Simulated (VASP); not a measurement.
# SrO (Fm-3m) in VASP: notebook

SrO is run at these levels: LDA, RPBE; tasks: single point.

Program: VASP 6.6.1. These are calculated values, not measurements. Logs are shortened: lines on timing, memory, paths and dates and some standing lists are left out, and cuts for length are marked.

## Step 1: The cell of the first run

It takes space group Fm-3m (No. 225, cubic). The conventional cell has a = 5.063 Å, b = 5.063 Å, c = 5.063 Å, α = 90.00°, β = 90.00°, γ = 90.00°. Within 3.3 Å of Sr (site symmetry m-3m) lie 6 O at 2.53 Å. O (site symmetry m-3m) has 6 Sr at 2.53 Å within 3.3 Å.

## Step 2: Single point, LDA

The input, INCAR:

```
SYSTEM = SrO
PREC = Accurate
ENCUT = 520
EDIFF = 1E-6
ISMEAR = -1
SIGMA = 0.05
LREAL = .FALSE.
LASPH = .TRUE.
NELM = 100
ALGO = Normal
ISIF = 2
LWAVE = .FALSE.
LCHARG = .FALSE.
GGA = CA
NBANDS = 15
```

The input, KPOINTS:

```
Automatic mesh
0
G
  9 9 9
  0 0 0
```

The input, POSCAR:

```
SrO
1.0
    0.0000000000      2.5316160185      2.5316160185
    2.5316160185      0.0000000000      2.5316160185
    2.5316160185      2.5316160185      0.0000000000
Sr O
1 1
Direct
    0.5000000000      0.5000000000      0.5000000000
    0.0000000000      0.0000000000      0.0000000000
```

Potentials or basis: VASP PAW LDA potentials, release 64 (Sr_sv, O).

Launch:

```sh
cat potpaw_LDA.64/Sr_sv/POTCAR potpaw_LDA.64/O/POTCAR > POTCAR
mpirun -np 1 vasp_std > vasp.out
```

OUTCAR:

```text
SYSTEM = SrO
   PREC = Accurate
   ENCUT = 520
   EDIFF = 1E-6
   ISMEAR = -1
   LREAL = .FALSE.
   LASPH = .TRUE.
   NELM = 100
   ISIF = 2
   GGA = CA

 ion  position               nearest neighbor table
   1  0.500  0.500  0.500-   2 2.53   2 2.53   2 2.53   2 2.53   2 2.53   2 2.53
   2  0.000  0.000  0.000-   1 2.53   1 2.53   1 2.53   1 2.53   1 2.53   1 2.53

  LATTYP: Found a face centered cubic cell.
 ALAT       =     5.0632320370

  Lattice vectors:

 A1 = (   0.0000000000,   2.5316160185,   2.5316160185)
 A2 = (   2.5316160185,   0.0000000000,   2.5316160185)
 A3 = (   2.5316160185,   2.5316160185,   0.0000000000)

Analysis of symmetry for initial positions (statically):
=====================================================================
 Subroutine PRICEL returns:
 Original cell was already a primitive cell.

 Routine SETGRP: Setting up the symmetry group for a
 face centered cubic supercell.

 Subroutine GETGRP returns: Found 48 space group operations
[... 9 lines left out ...]

 Routine SETGRP: Setting up the symmetry group for a
 face centered cubic supercell.

 Subroutine GETGRP returns: Found 48 space group operations
[... 11 lines left out ...]
                                     Primitive cell

  volume of cell :      32.4507

  direct lattice vectors                    reciprocal lattice vectors
     0.000000000  2.531616018  2.531616018    -0.197502305  0.197502305  0.197502305
     2.531616018  0.000000000  2.531616018     0.197502305 -0.197502305  0.197502305
     2.531616018  2.531616018  0.000000000     0.197502305  0.197502305 -0.197502305

  length of vectors
     3.580245708  3.580245708  3.580245708     0.342084028  0.342084028  0.342084028

  position of ions in fractional coordinates (direct lattice)
     0.500000000  0.500000000  0.500000000
     0.000000000  0.000000000  0.000000000

  ion indices of the primitive-cell ions
   primitive index   ion index
                 1           1
                 2           2

----------------------------------------------------------------------------------------

 KPOINTS: Automatic mesh

Automatic generation of k-mesh.
 Grid dimensions read from file:
 generate k-points for:    9    9    9

 Generating k-lattice:

  Cartesian coordinates                     Fractional coordinates (reciprocal lattice)
    -0.021944701  0.021944701  0.021944701     0.111111111  0.000000000  0.000000000
     0.021944701 -0.021944701  0.021944701     0.000000000  0.111111111  0.000000000
     0.021944701  0.021944701 -0.021944701     0.000000000  0.000000000  0.111111111
[... 59 lines left out ...]
   EDIFFG = 0.1E-04   stopping-criterion for IOM
   NSW    =      0    number of steps for IOM
   IBRION =     -1    ionic relax: 0-MD 1-quasi-New 2-CG
   NFREE  =      0    steps in history (QN), initial steepest desc. (CG)
   ISIF   =      2    stress and relaxation
   ISYM   =      2    0-nonsym 1-usesym 2-fastsym
   POTIM  = 0.5000    time-step for ionic-motion
   TEBEG  =    0.0;   TEEND  =   0.0 temperature during run
   PSTRESS=    0.0 pullay stress
   NELECT =      16.0000    total number of electrons
   NUPDOWN=      -1.0000    fix difference up-down
   EMIN   =  10.00;   EMAX   =-10.00  energy-range for DOS
   EFERMI =   0.00;   METHOD = LEGACY
   ISMEAR =    -1;   SIGMA  =   0.05  broadening in eV -4-tet -1-fermi 0-gaus
   EFERMI_NEDOS =   21; number of points for ismear=-14 and -15
   IALGO  =     38    algorithm
   IMIX   =      4    mixing-type and parameters
     AMIX     =   0.40;   BMIX     =  1.00
     AMIX_MAG =   1.60;   BMIX_MAG =  1.00
  volume/ion in A,a.u.               =      16.23       109.49
  Fermi-wavevector in a.u.,A,eV,Ry     =   1.293323  2.444026 22.758252  1.672684
  Thomas-Fermi vector in A             =   2.424976
   LORBIT       =      0    0 simple, 1 ext, 2 COOP (PROOUT), +10 PAW based schemes
   GGA     = CA    functional components
   LHFCALC =     F    Hartree Fock is set to
   AEXX    =    0.0000 exact exchange contribution
   IVDW    =     0    specifies the selected vdW correction
   LEPSILON=     F    determine dielectric tensor
   LRPA    =     F    only Hartree local field effects (RPA)
 non-spin polarized calculation
  energy-cutoff  :      520.00
  volume of cell :       32.45
 maximum number of plane-waves:       895
   NGX = 13   NGY = 13   NGZ = 13

 number of electron      15.9999995 magnetization

 Free energy of the ion-electron system (eV)
  ---------------------------------------------------
  ext. energy  EPLUGINS =         0.00000000
  ---------------------------------------------------
  free energy    TOTEN  =       -13.38660981 eV

  energy without entropy =      -13.38660981  energy(sigma->0) =      -13.38660981

 E-fermi :   2.7322     XC(G=0): -10.7466

 val. band max:        1.5750085899   @ k =   0.0000   0.0000   0.0000
 cond. band min:       4.6951348486   @ k =   0.4444   0.4444   0.0000
 fundamental gap:      3.1201262587
 Fermi energy:         2.7321637201

 k-point     1 :       0.0000    0.0000    0.0000
  band No.  band energies     occupation
      1     -30.3592      2.00000
      2     -13.2445      2.00000
      3     -12.0310      2.00000
      4     -12.0310      2.00000
      5     -12.0310      2.00000
      6       1.5750      2.00000
      7       1.5750      2.00000
      8       1.5750      2.00000
      9       5.7117      0.00000
     10       7.7739      0.00000
     11       7.7739      0.00000
     12       7.7739      0.00000
     13      10.1069      0.00000
     14      10.1069      0.00000
[... 401 lines left out ...]
      2     -13.5937      2.00000
      3     -12.7754      2.00000
      4     -12.4623      2.00000
      5     -12.4623      2.00000
      6       1.1127      2.00000
      7       1.5165      2.00000
      8       1.5165      2.00000
      9       4.6951      0.00000
     10       9.5604      0.00000
     11      11.9894      0.00000
     12      12.1796      0.00000
     13      12.9017      0.00000
     14      12.9017      0.00000
     15      16.1369      0.00000

 [... further k-points ...]
[... 5 lines left out ...]
  --------------------------------------------------------------------------------------
  -------------------------------------------------------------------------------------
  Total        0.1847832      0.1847832      0.1847832     -0.0000000     -0.0000000      0.0000000
  in kB        9.1232517      9.1232517      9.1232517     -0.0000000     -0.0000000      0.0000000
  external PRESSURE =       9.1232517 kB  Pullay stress =       0.0000000 kB

 VOLUME and BASIS-vectors are now :
 -----------------------------------------------------------------------------
  energy-cutoff  :      520.00
  volume of cell :       32.45
      direct lattice vectors                 reciprocal lattice vectors
     0.000000000  2.531616018  2.531616018    -0.197502305  0.197502305  0.197502305
     2.531616018  0.000000000  2.531616018     0.197502305 -0.197502305  0.197502305
     2.531616018  2.531616018  0.000000000     0.197502305  0.197502305 -0.197502305

 POSITION                                       TOTAL-FORCE (eV/Angst)
 -----------------------------------------------------------------------------------
      2.53162      2.53162      2.53162        -0.000000      0.000000      0.000000
      0.00000      0.00000      0.00000         0.000000     -0.000000     -0.000000
 -----------------------------------------------------------------------------------
    total drift:                                0.000000      0.000000      0.000000

  FREE ENERGIE OF THE ION-ELECTRON SYSTEM (eV)
  ---------------------------------------------------
  free  energy   TOTEN  =       -13.3866098068 eV

  energy  without entropy=      -13.3866098068  energy(sigma->0) =      -13.38660981
```

It took 20 s on 1 thread of AMD EPYC 7R43 (Zen 3), shared host; peak memory 0.11 GiB.

Results:

```yaml
Free_energy: -13.3866 eV
Pressure: 0.9 GPa
Band_gap_on_the_k_mesh: 3.12 eV, indirect (least direct gap 3.18 eV)
```

A k mesh can miss the band edges. A hybrid or GW would open this gap; LDA tends to underestimate it.

## Step 3: Single point, LDA

This run uses another cell than the first one, of 16.56 Å³/atom, 1.021 times its volume.

The input, INCAR:

```
SYSTEM = SrO
ALGO = Normal ; EDIFF = 1E-7
ENCUT = 520 ; GGA = CA
ISIF = 2 ; ISMEAR = -1
LASPH = .TRUE. ; LCHARG = .FALSE.
LREAL = .FALSE. ; LWAVE = .FALSE.
NBANDS = 15 ; NELM = 60
PREC = Accurate ; SIGMA = 0.05
```

The input, KPOINTS:

```
k-points
0
G
  9 9 9
  0 0 0
```

The input, POSCAR:

```
SrO
1.0
    0.0000000000      2.5490759911      2.5490759911
    2.5490759911      0.0000000000      2.5490759911
    2.5490759911      2.5490759911      0.0000000000
Sr O
1 1
Direct
    0.5000000000      0.5000000000      0.5000000000
    0.0000000000      0.0000000000      0.0000000000
```

Potentials or basis: VASP PAW LDA potentials, release 64 (Sr_sv, O).

Launch:

```sh
cat potpaw_LDA.64/Sr_sv/POTCAR potpaw_LDA.64/O/POTCAR > POTCAR
mpirun -np 1 vasp_std > vasp.out
```

Wall time 35 s (1 thread of AMD EPYC 7R43 (Zen 3), shared host); peak memory 0.11 GiB.

The run converged. Its results:

- Free energy: -13.3864 eV
- Pressure: -1.2 GPa
- Band gap on the k mesh: 3.14 eV, indirect (least direct gap 3.21 eV)

Levels at points of the mesh, in eV from the valence-band top:
```tsv
k point	band 4	band 5	band 6	band 7	band 8	band 9	band 10	band 11	band 12	band 13
(0.00, 0.00, 0.00)	-13.70	-13.70	0.00	0.00	0.00	3.98	6.16	6.16	6.16	8.44
```

A k mesh can miss the band edges. A hybrid or GW would open this gap; LDA tends to underestimate it.

## Step 4: Single point, RPBE

This run uses another cell than the first one, of 16.90 Å³/atom, 1.042 times its volume.

The input, INCAR:

```
PREC     = Accurate       # precision mode
ENCUT    = 520            # plane-wave cutoff, eV
EDIFF    = 1E-6           # SCF threshold, eV
ISMEAR   = -1             # smearing method
SIGMA    = 0.05           # smearing width, eV
LREAL    = F              # projectors in reciprocal space
LASPH    = T              # aspherical terms in the spheres
NELM     = 80             # most SCF steps
ALGO     = Normal         # electronic algorithm
ISIF     = 2              # what is computed and relaxed
LWAVE    = F              # write WAVECAR
LCHARG   = T              # write CHGCAR
GGA      = RP             # functional
LELF     = T              # ELF
LVHAR    = T            
NBANDS   = 15             # bands
```

The input, KPOINTS:

```
regular mesh
0
Gamma
  9 9 9
```

The input, POSCAR:

```
SrO
1.0
    0.0000000000      2.5663000000      2.5663000000
    2.5663000000      0.0000000000      2.5663000000
    2.5663000000      2.5663000000      0.0000000000
Sr O
1 1
Direct
    0.5000000000      0.5000000000      0.5000000000
    0.0000000000      0.0000000000      0.0000000000
```

Potentials or basis: VASP PAW PBE potentials, release 64 (Sr_sv, O).

Launch:

```sh
cat potpaw_PBE.64/Sr_sv/POTCAR potpaw_PBE.64/O/POTCAR > POTCAR
mpirun -np 1 vasp_std > vasp.out
```

It took 32 s on 1 thread of AMD EPYC 7R43 (Zen 3), shared host; peak memory 0.12 GiB.

The run converged. Its results:

```yaml
Free_energy: -11.3310 eV
Pressure: 7.0 GPa
Band_gap_on_the_k_mesh: 3.44 eV, indirect (least direct gap 3.53 eV)
```

Levels at points of the mesh, in eV from the valence-band top:
| k point | band 4 | band 5 | band 6 | band 7 | band 8 | band 9 | band 10 | band 11 | band 12 | band 13 |
| --- | --- | --- | --- | --- | --- | --- | --- | --- | --- | --- |
| (0.00, 0.00, 0.00) | -14.11 | -14.11 | 0.00 | 0.00 | 0.00 | 4.20 | 6.28 | 6.28 | 6.28 | 8.41 |

Caveat: the PAW data sets were made with another functional, which shifts forces and pressure a little. Expect the measured gap to be larger: semilocal functionals such as RPBE lack the derivative discontinuity.

## Step 5: The runs side by side

```tsv
level	potentials or basis	cell	gap on the mesh (eV)	pressure (GPa)
LDA	VASP PAW LDA potentials, release 64 (Sr_sv, O)	a = 3.580 Å, angles 60.0°, 2 atoms	3.12	0.9
LDA	VASP PAW LDA potentials, release 64 (Sr_sv, O)	a = 3.605 Å, angles 60.0°, 2 atoms	3.14	-1.2
RPBE	VASP PAW PBE potentials, release 64 (Sr_sv, O)	a = 3.629 Å, angles 60.0°, 2 atoms	3.44	7.0
```

Alike in all rows: task single point; no spin polarisation; k mesh 9 × 9 × 9; cutoff (eV) 520; smearing fermi-dirac 0.05 eV.

Caveats: the PAW data sets were made with another functional, which shifts forces and pressure a little (some runs).

Total energies depend on the potentials used, so only differences within one code and one set of settings carry meaning.
